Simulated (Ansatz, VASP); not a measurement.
## Os in VASP and in Ansatz

File INCAR:

```
PREC = Accurate
ENCUT = 560
EDIFF = 1E-6
ISMEAR = -1
SIGMA = 0.1
LREAL = False
LASPH = True
NELM = 120
ALGO = Normal
ISIF = 2
LWAVE = False
LCHARG = False
GGA = B5
ALDAX = 1.0
AGGAX = 1.0
AGGAC = 1.0
ALDAC = 0.0
NBANDS = 31
GGA_COMPAT = False
```

Contents of KPOINTS:

```
Automatic mesh
0
Gamma
  9 9 13
```

File POSCAR:

```
Os
1.0
    4.4964761668      0.0000000000      0.0000000000
   -2.2482380834      3.8940625880      0.0000000000
    0.0000000000      0.0000000000      2.8398249609
Os
3
Direct
    1.0000000000      1.0000000000      0.0000000000
    0.3333333333      0.6666666667      0.5000000000
    0.6666666667      0.3333333333      0.5000000000
```

Input for Ansatz:

```yaml
crystal:
  lattice:
    - [4.4964761668, 0.0, 0.0]
    - [-2.2482380834, 3.894062588, 0.0]
    - [0.0, 0.0, 2.8398249609]
  atoms:
    - { symbol: Os, position: [1.0, 1.0, 0.0] }
    - { symbol: Os, position: [0.3333333333, 0.6666666667, 0.5] }
    - { symbol: Os, position: [0.6666666667, 0.3333333333, 0.5] }
hamiltonian:
  xc: blyp
  pseudopotentials:
    kind: paw
    azcp:
      Os: "pseudopotentials/Os.paw.azcp"
basis:
  ecutwfc: 420
  fft_grid_basis: typed
kpoints:
  mp_grid: { grid: [9, 9, 13], shift: [0, 0, 0] }
magnetization:
  spin_polarized: false
scf:
  occupations: { method: fermi_dirac, width: 0.1 }
  lower_state_search: "off"
output:
  stress: true
```

Alike in both runs: task single point; functional BLYP; k mesh 9 × 9 × 13; occupations fermi-dirac, width 0.1 eV; no spin polarisation.

|  | VASP | Ansatz |
| --- | --- | --- |
| version | VASP 6.6.1 | Ansatz 0.2.0 |
| potentials or method | VASP PAW PBE potentials, release 64 (Os_sv_GW), cutoff 560 eV | plane waves (420 eV) with PAW, scalar-relativistic |
| valence electrons in the cell | 48 | 48 |

```tsv
	VASP	Ansatz	Ansatz less VASP
pressure (GPa)	-20.6	-20.5	+0.17
traceless stress, the component that is largest in VASP (GPa)	2.25	2.42	+0.168
```

VASP's potentials were made for PBE, not for BLYP. The functional is the same, so the differences come from potentials, cutoffs and numerics.

Neither program's run includes spin-orbit coupling.
